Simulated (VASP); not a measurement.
# Y (Im-3m) in VASP: a series of runs, part 2 of 2

VASP 6.6.1. Earlier steps stand in the parts before.

### Step 3. Single point, LDA

This run uses another cell than the first one, of 20.31 Å³/atom.

Contents of INCAR:

```
SYSTEM = Y
ALGO = Normal ; EDIFF = 1E-6
ENCUT = 500 ; GGA = CA
GGA_COMPAT = .FALSE. ; ISIF = 2
ISMEAR = 1 ; LASPH = .TRUE.
LCHARG = .FALSE. ; LREAL = .FALSE.
LWAVE = .FALSE. ; NBANDS = 12
NELM = 120 ; PREC = Accurate
SIGMA = 0.05
```

Contents of KPOINTS:

```
k-points
0
G
  16 16 16
  0 0 0
```

Contents of POSCAR:

```
Y
1.0
   -1.7187856142      1.7187856142      1.7187856142
    1.7187856142     -1.7187856142      1.7187856142
    1.7187856142      1.7187856142     -1.7187856142
Y
1
Direct
    0.0000000000      0.0000000000      0.0000000000
```

Potentials or basis: VASP PAW LDA potentials, release 64 (Y_sv).

Run with:

```
cat potpaw_LDA.64/Y_sv/POTCAR > POTCAR
mpirun -np 1 vasp_std > vasp.out
```

OUTCAR:

```text
SYSTEM = Y
   EDIFF = 1E-6
   ENCUT = 500
   GGA = CA
   ISIF = 2
   ISMEAR = 1
   LASPH = .TRUE.
   LREAL = .FALSE.
   NELM = 120
   PREC = Accurate

 ion  position               nearest neighbor table
   1  0.000  0.000  0.000-

  LATTYP: Found a body centered cubic cell.
 ALAT       =     3.4375712284

  Lattice vectors:

 A1 = (  -1.7187856142,   1.7187856142,   1.7187856142)
 A2 = (   1.7187856142,  -1.7187856142,   1.7187856142)
 A3 = (   1.7187856142,   1.7187856142,  -1.7187856142)

Analysis of symmetry for initial positions (statically):
=====================================================================
 Subroutine PRICEL returns:
 Original cell was already a primitive cell.

 Routine SETGRP: Setting up the symmetry group for a
 body centered cubic supercell.

 Subroutine GETGRP returns: Found 48 space group operations
 (whereof 48 operations were pure point group operations)
 out of a pool of 48 trial point group operations.

The static configuration has the point symmetry O_h .

Analysis of symmetry for dynamics (positions and initial velocities):
=====================================================================
 Subroutine PRICEL returns:
 Original cell was already a primitive cell.

 Routine SETGRP: Setting up the symmetry group for a
 body centered cubic supercell.

 Subroutine GETGRP returns: Found 48 space group operations
 (whereof 48 operations were pure point group operations)
 out of a pool of 48 trial point group operations.

The dynamic configuration has the point symmetry O_h .

 Subroutine INISYM returns: Found 48 space group operations
 (whereof 48 operations are pure point group operations),
 and found     1 'primitive' translations

----------------------------------------------------------------------------------------

                                     Primitive cell

  volume of cell :      20.3107

  direct lattice vectors                    reciprocal lattice vectors
    -1.718785614  1.718785614  1.718785614     0.000000000  0.290903063  0.290903063
     1.718785614 -1.718785614  1.718785614     0.290903063  0.000000000  0.290903063
     1.718785614  1.718785614 -1.718785614     0.290903063  0.290903063  0.000000000

  length of vectors
     2.977024011  2.977024011  2.977024011     0.411399057  0.411399057  0.411399057

  position of ions in fractional coordinates (direct lattice)
     0.000000000  0.000000000  0.000000000

  ion indices of the primitive-cell ions
   primitive index   ion index
                 1           1

----------------------------------------------------------------------------------------

 KPOINTS: k-points

Automatic generation of k-mesh.
 Grid dimensions read from file:
 generate k-points for:   16   16   16

 Generating k-lattice:

  Cartesian coordinates                     Fractional coordinates (reciprocal lattice)
     0.000000000  0.018181441  0.018181441     0.062500000  0.000000000  0.000000000
     0.018181441  0.000000000  0.018181441     0.000000000  0.062500000  0.000000000
     0.018181441  0.018181441  0.000000000     0.000000000  0.000000000  0.062500000

  Length of vectors
     0.025712441  0.025712441  0.025712441

  Shift w.r.t. Gamma in fractional coordinates (k-lattice)
     0.000000000  0.000000000  0.000000000

 Subroutine IBZKPT returns following result:
 ===========================================

 Found    145 irreducible k-points:

 Following reciprocal coordinates:
            Coordinates               Weight
  0.000000  0.000000  0.000000      1.000000
  0.062500  0.000000  0.000000     12.000000
  0.125000  0.000000  0.000000     12.000000
  0.187500  0.000000  0.000000     12.000000
  0.250000  0.000000  0.000000     12.000000
  0.312500  0.000000  0.000000     12.000000
[... 16 lines left out ...]
  0.187500  0.187500  0.000000     24.000000
  0.250000  0.187500 -0.000000     48.000000
 [... further k-points ...]
   k-points           NKPTS =    145   k-points in BZ     NKDIM =    145   number of bands    NBANDS=     12
   number of dos      NEDOS =    301   number of ions     NIONS =      1
   total plane-waves  NPLWV =  13824
   dimension x,y,z NGX =    24 NGY =   24 NGZ =   24
   dimension x,y,z NGXF=    48 NGYF=   48 NGZF=   48
   ions per type =               1
   NGX,Y,Z   is equivalent  to a cutoff of  13.40, 13.40, 13.40 a.u.
   NGXF,Y,Z  is equivalent  to a cutoff of  26.80, 26.80, 26.80 a.u.
 SYSTEM =  Y
   PREC   = accura    normal or accurate (medium, high low for compatibility)
   ISTART =      0    job   : 0-new  1-cont  2-samecut
   ICHARG =      2    charge: 1-file 2-atom 10-const
   ISPIN  =      1    spin polarized calculation?
   LNONCOLLINEAR =      F non collinear calculations
   LSORBIT =      F    spin-orbit coupling
   LASPH  =      T    aspherical Exc in radial PAW
   ENCUT  =  500.0 eV  36.75 Ry    6.06 a.u.   5.43  5.43  5.43*2*pi/ulx,y,z
   NELM   =    120;   NELMIN=  2; NELMDL= -5     # of ELM steps
   EDIFF  = 0.1E-05   stopping-criterion for ELM
   LREAL  =      F    real-space projection
   EDIFFG = 0.1E-04   stopping-criterion for IOM
   NSW    =      0    number of steps for IOM
   IBRION =     -1    ionic relax: 0-MD 1-quasi-New 2-CG
   NFREE  =      0    steps in history (QN), initial steepest desc. (CG)
   ISIF   =      2    stress and relaxation
   ISYM   =      2    0-nonsym 1-usesym 2-fastsym
   POTIM  = 0.5000    time-step for ionic-motion
   TEBEG  =    0.0;   TEEND  =   0.0 temperature during run
   PSTRESS=    0.0 pullay stress
   NELECT =      11.0000    total number of electrons
   NUPDOWN=      -1.0000    fix difference up-down
   EMIN   =  10.00;   EMAX   =-10.00  energy-range for DOS
   EFERMI =   0.00;   METHOD = LEGACY
   ISMEAR =     1;   SIGMA  =   0.05  broadening in eV -4-tet -1-fermi 0-gaus
   EFERMI_NEDOS =   21; number of points for ismear=-14 and -15
   IALGO  =     38    algorithm
   IMIX   =      4    mixing-type and parameters
     AMIX     =   0.40;   BMIX     =  1.00
     AMIX_MAG =   1.60;   BMIX_MAG =  1.00
  volume/ion in A,a.u.               =      20.31       137.06
  Fermi-wavevector in a.u.,A,eV,Ry     =   1.334435  2.521716 24.228114  1.780716
  Thomas-Fermi vector in A             =   2.463216
   LORBIT       =      0    0 simple, 1 ext, 2 COOP (PROOUT), +10 PAW based schemes
   GGA     = CA    functional components
   LHFCALC =     F    Hartree Fock is set to
   AEXX    =    0.0000 exact exchange contribution
   IVDW    =     0    specifies the selected vdW correction
   LEPSILON=     F    determine dielectric tensor
   LRPA    =     F    only Hartree local field effects (RPA)
 non-spin polarized calculation
 Methfessel and Paxton  Order N= 1 SIGMA  =   0.05
  energy-cutoff  :      500.00
  volume of cell :       20.31
 maximum number of plane-waves:       537
 NGX is ok and might be reduce to    24
   NGX = 11   NGY = 11   NGZ = 11

 number of electron      11.0000001 magnetization

 Free energy of the ion-electron system (eV)
  ---------------------------------------------------
  ext. energy  EPLUGINS =         0.00000000
  ---------------------------------------------------
  free energy    TOTEN  =        -6.13828975 eV

  energy without entropy =       -6.13836562  energy(sigma->0) =       -6.13831504

 E-fermi :   5.5853     XC(G=0): -11.6974

 val. band max:        5.5747623863   @ k =   0.1875   0.1250   0.1250
 cond. band min:       5.5854997941   @ k =   0.3125   0.2500   0.0000
 fundamental gap:      0.0107374078
 Fermi energy:         5.5853434239

 k-point     1 :       0.0000    0.0000    0.0000
  band No.  band energies     occupation
      1     -36.1900      2.00000
      2     -15.1030      2.00000
      3     -15.1030      2.00000
      4     -15.1030      2.00000
      5       0.6729      2.00000
      6       7.7799      0.00000
      7       7.7799      0.00000
      8       7.7799      0.00000
      9      10.9096      0.00000
     10      10.9096      0.00000
     11      17.8071      0.00000
     12      17.8071      0.00000
[... 331 lines left out ...]
 k-point    24 :       0.2500    0.1875   -0.0000
  band No.  band energies     occupation
      1     -35.7783      2.00000
      2     -16.9556      2.00000
      3     -15.8710      2.00000
      4     -15.3171      2.00000
      5       3.9957      2.00000
      6       5.5861      0.97464
      7       6.6411      0.00000
      8      10.2468      0.00000
      9      12.1507      0.00000
     10      13.9364      0.00000
     11      18.6115      0.00000
     12      20.8518      0.00000

 [... further k-points ...]

------------------------ aborting loop because EDIFF is reached ----------------------------------------

  FORCE on cell =-STRESS in cart. coord.  units (eV):
  Direction    XX          YY          ZZ          XY          YZ          ZX
  --------------------------------------------------------------------------------------
  -------------------------------------------------------------------------------------
  Total        3.7573710      3.7573710      3.7573710      0.0000000     -0.0000000     -0.0000000
  in kB      296.3940904    296.3940904    296.3940904      0.0000000     -0.0000000     -0.0000000
  external PRESSURE =     296.3940904 kB  Pullay stress =       0.0000000 kB

 VOLUME and BASIS-vectors are now :
 -----------------------------------------------------------------------------
  energy-cutoff  :      500.00
  volume of cell :       20.31
      direct lattice vectors                 reciprocal lattice vectors
    -1.718785614  1.718785614  1.718785614     0.000000000  0.290903063  0.290903063
     1.718785614 -1.718785614  1.718785614     0.290903063  0.000000000  0.290903063
     1.718785614  1.718785614 -1.718785614     0.290903063  0.290903063  0.000000000

 POSITION                                       TOTAL-FORCE (eV/Angst)
 -----------------------------------------------------------------------------------
      0.00000      0.00000      0.00000         0.000000      0.000000     -0.000000
 -----------------------------------------------------------------------------------
    total drift:                                0.000000      0.000000      0.000000

  FREE ENERGIE OF THE ION-ELECTRON SYSTEM (eV)
  ---------------------------------------------------
  free  energy   TOTEN  =        -6.1382897542 eV

  energy  without entropy=       -6.1383656215  energy(sigma->0) =       -6.13831504
```

stdout:

```text
POSCAR found type information on POSCAR Y
 POSCAR found :  1 types and       1 ions
 scaLAPACK will be used
 LDA part: xc-table for (Slater(with rela. corr.)+CA(PZ))
 , standard interpolation
 POSCAR, INCAR and KPOINTS ok, starting setup
 FFT: planning ... GRIDC
 FFT: planning ... GRID_SOFT
 FFT: planning ... GRID
 WAVECAR not read
 entering main loop
```

Wall time 16 s (1 thread of Intel Xeon Platinum 8488C (Sapphire Rapids), shared host); peak memory 0.17 GiB.

Results:

| Item | Value |
| --- | --- |
| Free energy | -6.1383 eV |
| Pressure | 29.6 GPa |
| Band gap on the k mesh | zero (an odd number of electrons rules out a gap without spin polarisation) |

Caveat: the cell stands under pressure.

### Step 4. Single point, LDA

This run uses another cell than the first one, of 23.49 Å³/atom.

Contents of INCAR:

```
  PREC = Accurate
  ENCUT = 500
  EDIFF = 1E-6
  ISMEAR = 1
  SIGMA = 0.05
  LREAL = F
  LASPH = T
  NELM = 120
  ALGO = Normal
  ISIF = 2
  LWAVE = F
  LCHARG = F
  GGA = CA
  NBANDS = 12
  GGA_COMPAT = F
```

Contents of KPOINTS:

```
regular mesh
0
Gamma
  16 16 16
```

Contents of POSCAR:

```
Y
1.0
   -1.8042126493      1.8042126493      1.8042126493
    1.8042126493     -1.8042126493      1.8042126493
    1.8042126493      1.8042126493     -1.8042126493
Y
1
Direct
    0.0000000000      0.0000000000      0.0000000000
```

Run with:

```
cat potpaw_LDA.64/Y_sv/POTCAR > POTCAR
mpirun -np 1 vasp_std > vasp.out
```

Run time: 15 s. Hardware: 1 thread of Intel Xeon Platinum 8488C (Sapphire Rapids), shared host; peak memory 0.16 GiB.

It converged, with:

```
Free energy            : -6.5658 eV
Pressure               : 14.6 GPa
Band gap on the k mesh : zero (an odd number of electrons rules out a gap without spin polarisation)
```

Levels at points of the mesh, in eV from the Fermi level:
```tsv
k point	band 2	band 3	band 4	band 5	band 6	band 7	band 8	band 9
(0.00, 0.00, 0.00)	-21.26	-21.26	-21.26	-5.06	2.00	2.00	2.00	4.74
(0.50, 0.00, 0.00)	-22.83	-21.74	-21.28	-2.56	-0.15	2.41	4.85	5.73
(0.50, 0.50, 0.50)	-22.30	-22.30	-22.30	-2.44	-2.44	7.47	7.47	7.47
```

Caveat: the cell stands under pressure.

### Step 5. Single point, LDA

This run uses another cell than the first one, of 29.89 Å³/atom.

Contents of INCAR:

```
ALGO     = Normal         # electronic algorithm
EDIFF    = 1E-6           # SCF threshold, eV
ENCUT    = 500            # plane-wave cutoff, eV
GGA      = CA             # functional
GGA_COMPAT= F            
ISIF     = 2              # what is computed and relaxed
ISMEAR   = 1              # smearing method
LASPH    = T              # aspherical terms in the spheres
LCHARG   = T              # write CHGCAR
LELF     = T              # ELF
LREAL    = F              # projectors in reciprocal space
LVHAR    = T            
LWAVE    = F              # write WAVECAR
NBANDS   = 12             # bands
NELM     = 120            # most SCF steps
PREC     = Accurate       # precision mode
SIGMA    = 0.05           # smearing width, eV
```

Contents of KPOINTS:

```
k-points
0
Gamma
  16 16 16
```

Contents of POSCAR:

```
Y
1.0
   -1.9550547934      1.9550547934      1.9550547934
    1.9550547934     -1.9550547934      1.9550547934
    1.9550547934      1.9550547934     -1.9550547934
Y
1
Direct
    0.0000000000      0.0000000000      0.0000000000
```

Run with:

```
cat potpaw_LDA.64/Y_sv/POTCAR > POTCAR
mpirun -np 1 vasp_std > vasp.out
```

Wall time 39 s (1 thread of Intel Xeon Platinum 8488C (Sapphire Rapids), shared host); peak memory 0.19 GiB.

It converged, with:

* Free energy: -6.8149 eV
* Pressure: -0.2 GPa
* Band gap on the k mesh: zero (an odd number of electrons rules out a gap without spin polarisation)

Levels at points of the mesh, in eV from the Fermi level:
```tsv
k point	band 3	band 4	band 5	band 6	band 7	band 8
(0.00, 0.00, 0.00)	-22.13	-22.13	-4.94	1.69	1.69	1.69
(0.50, 0.00, 0.00)	-22.37	-22.13	-2.17	0.05	1.14	3.80
(0.50, 0.50, 0.50)	-22.65	-22.65	-1.71	-1.71	5.78	5.78
```

### Step 6. Relaxation of cell and atoms, LDA

This run uses another cell than the first one, of 32.97 Å³/atom.

Contents of INCAR:

```
SYSTEM = Y
ALGO     = Normal         ! electronic algorithm
EDIFF    = 1E-7           ! SCF threshold, eV
EDIFFG   = -0.03          ! ionic threshold
ENCUT    = 500            ! plane-wave cutoff, eV
GGA_COMPAT= .False.      
IBRION   = 2              ! ionic algorithm
ISIF     = 3              ! what is computed and relaxed
ISMEAR   = 1              ! smearing method
LASPH    = .True.         ! aspherical terms in the spheres
LCHARG   = .False.        ! write CHGCAR
LREAL    = .False.        ! projectors in reciprocal space
LWAVE    = .False.        ! write WAVECAR
NELM     = 120            ! most SCF steps
NELMIN   = 4            
NSW      = 80             ! ionic steps
PREC     = Accurate       ! precision mode
SIGMA    = 0.05           ! smearing width, eV
```

Contents of KPOINTS:

```
k-points
0
Gamma
  16 16 16
  0 0 0
```

Contents of POSCAR:

```
Y
1.0
   -2.0200000000      2.0200000000      2.0200000000
    2.0200000000     -2.0200000000      2.0200000000
    2.0200000000      2.0200000000     -2.0200000000
Y
1
Direct
    0.0000000000      0.0000000000      0.0000000000
```

Potentials or basis: VASP PAW LDA potentials, release 64 (Y_sv).

Run with:

```
cat potpaw_LDA.64/Y_sv/POTCAR > POTCAR
mpirun -np 1 vasp_std > vasp.out
```

Wall time 88 s (1 thread of Intel Xeon Platinum 8488C (Sapphire Rapids), shared host); peak memory 0.2 GiB.

The run converged. Its results:

```
Free energy                           : -6.8151 eV
Relaxed volume                        : 29.82 Å³/atom
Relaxed cell                          : a = 3.383 Å, b = 3.383 Å, c = 3.383 Å, α = 109.47°, β = 109.47°, γ = 109.47°
Space group after relaxing (to 0.1 Å) : Im-3m (No. 229)
Energy gained by relaxing             : 40.2 meV/atom
Ionic steps                           : 3
Pressure after relaxing               : 0.0 GPa
Band gap on the k mesh                : zero (an odd number of electrons rules out a gap without spin polarisation)
```

Step by step:
| step | energy change (eV) | largest force (eV/Å) | pressure (GPa) | volume (Å³) |
| --- | --- | --- | --- | --- |
| 1 | 0.0000 | 0.0000 | -3.84 | 32.97 |
| 2 | -0.0391 | 0.0000 | 0.74 | 29.34 |
| 3 | -0.0402 | 0.0000 | 0.02 | 29.82 |

Final structure:
```
Y
1.0
    -1.95344    1.95344    1.95344
     1.95344   -1.95344    1.95344
     1.95344    1.95344   -1.95344
Y
1
Direct
  0.00000 0.00000 0.00000
```

Levels at points of the mesh, in eV from the Fermi level:
```
           k point  band 2  band 3  band 4  band 5  band 6  band 7  band 8  band 9
(0.00, 0.00, 0.00)  -22.12  -22.12  -22.12   -4.94    1.69    1.69    1.69    3.86
(0.50, 0.00, 0.00)  -22.89  -22.36  -22.13   -2.17    0.05    1.15    3.81    4.53
(0.50, 0.50, 0.50)  -22.65  -22.65  -22.65   -1.71   -1.71    5.80    5.80    5.80
```

### Step 7. Relaxation of cell and atoms, LDA, target pressure 15 GPa, at which the enthalpy is minimised

This run uses another cell than the first one, of 32.97 Å³/atom.

Contents of INCAR:

```
PREC = Accurate ; ENCUT = 500
EDIFF = 1E-7 ; ISMEAR = 1
SIGMA = 0.05 ; LREAL = False
LASPH = True ; NELM = 120
ALGO = Normal ; ISIF = 3
LWAVE = False ; LCHARG = False
GGA = CA ; IBRION = 2
NSW = 80 ; EDIFFG = -0.03
PSTRESS = 150.0 ; GGA_COMPAT = False
NELMIN = 4
```

Contents of KPOINTS:

```
Automatic mesh
0
Gamma
  16 16 16
```

POSCAR is that of step 6.

Run with:

```
cat potpaw_LDA.64/Y_sv/POTCAR > POTCAR
mpirun -np 1 vasp_std > vasp.out
```

It took 1.9 min on 1 thread of Intel Xeon Platinum 8488C (Sapphire Rapids), shared host; peak memory 0.22 GiB.

It converged, with:

```
Free energy                                                : -6.5637 eV
Relaxed volume                                             : 23.46 Å³/atom
Relaxed cell                                               : a = 3.124 Å, b = 3.124 Å, c = 3.124 Å, α = 109.47°, β = 109.47°, γ = 109.47°
Space group after relaxing (to 0.1 Å)                      : Im-3m (No. 229)
Energy change on relaxing (the run minimises the enthalpy) : +211.2 meV/atom
Ionic steps                                                : 4
Pressure after relaxing                                    : 14.8 GPa
Band gap on the k mesh                                     : zero (an odd number of electrons rules out a gap without spin polarisation)
```

The path:
```tsv
step	energy change (eV)	largest force (eV/Å)	pressure (GPa)	volume (Å³)
1	0.0000	0.0000	-3.84	32.97
2	1.2663	0.0000	49.60	17.72
3	0.1857	0.0000	13.83	23.75
4	0.2112	0.0000	14.80	23.46
```

Final structure:
```
Y
1.0
    -1.80346    1.80346    1.80346
     1.80346   -1.80346    1.80346
     1.80346    1.80346   -1.80346
Y
1
Direct
  0.00000 0.00000 0.00000
```

Levels at points of the mesh, in eV from the Fermi level:
```
           k point  band 1  band 2  band 3  band 4  band 5  band 6  band 7  band 8  band 9
(0.00, 0.00, 0.00)  -41.91  -21.25  -21.25  -21.25   -5.06    2.01    2.01    2.01    4.75
(0.50, 0.00, 0.00)  -41.64  -22.84  -21.73  -21.28   -2.57   -0.15    2.42    4.86    5.74
(0.50, 0.50, 0.50)  -41.45  -22.30  -22.30  -22.30   -2.45   -2.45    7.47    7.47    7.47
```

Caveat: the cell is relaxed towards a set pressure, so the run minimises the enthalpy, not the energy; the volume moved by over 15 % at a fixed basis, so the end points are rough.

### Step 8. Summary

```csv
task,cell,gap on the mesh (eV),pressure (GPa)
single point,"a = 2.872 Å, angles 109.5°, 1 atom",none,44.6
single point,"a = 2.977 Å, angles 109.5°, 1 atom",none,29.6
single point,"a = 3.125 Å, angles 109.5°, 1 atom",none,14.6
single point,"a = 3.386 Å, angles 109.5°, 1 atom",none,-0.2
relaxation of cell and atoms,"relaxed from a = 3.499 Å, angles 109.5°, 1 atom",none,0.0
relaxation of cell and atoms,"relaxed to 15 GPa from a = 3.499 Å, angles 109.5°, 1 atom",none,14.8
```

Alike in all rows: level LDA; potentials or basis VASP PAW LDA potentials, release 64 (Y_sv); no spin polarisation; k mesh 16 × 16 × 16; cutoff (eV) 500; smearing methfessel-paxton 0.05 eV.

Caveats: the cell stands under pressure (at least some runs); the cell is relaxed towards a set pressure, so the run minimises the enthalpy, not the energy (at least some runs); the volume moved by over 15 % at a fixed basis, so the end points are rough (at least some runs).

Absolute energies hang on the potentials; compare differences alone.
